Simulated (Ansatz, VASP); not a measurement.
## N in VASP and in Ansatz

```
N
1.0
     3.62900    0.00000    0.00000
    -1.81450    3.14281    0.00000
     0.00000    0.00000    5.89000
N
2
Direct
  0.38106 0.76212 0.25000
  0.66667 0.33333 0.75000
```

Alike in both runs: task single point; functional LDA; k mesh 12 × 12 × 6; occupations gaussian, width 0.05 eV; collinear spin.

|  | VASP | Ansatz |
| --- | --- | --- |
| version | VASP 6.6.1 | Ansatz 0.2.0 |
| potentials or method | VASP PAW LDA potentials, release 64 (N), cutoff 520 eV | scalar-relativistic, plane waves, PAW |
| valence electrons in the cell | 10 | 10 |

VASP gave:

- gap on the k mesh at the Fermi level (eV): 2.08
- least direct gap on the mesh (eV): 2.08
- pressure (GPa): -0.4
- rms of the force components (eV/Å): 0.005
- net moment per atom (μB): 3.00
- size of the moment on the site where the two differ most (μB): 1.93

Q: Which values does Ansatz return?

A: gap on the k mesh at the Fermi level (eV): 2.21; least direct gap on the mesh (eV): 2.21; pressure (GPa): -0.3; rms of the force components (eV/Å): 0.004; net moment per atom (μB): 3.00; size of the moment on the site where the two differ most (μB): 2.86.

LDA's correlation is that of Perdew and Zunger in VASP and of Perdew and Wang (1992) in Ansatz. Site moments also hang on the region over which each program counts them. Atom by atom the forces differ by 0.000 eV/Å (rms over components).
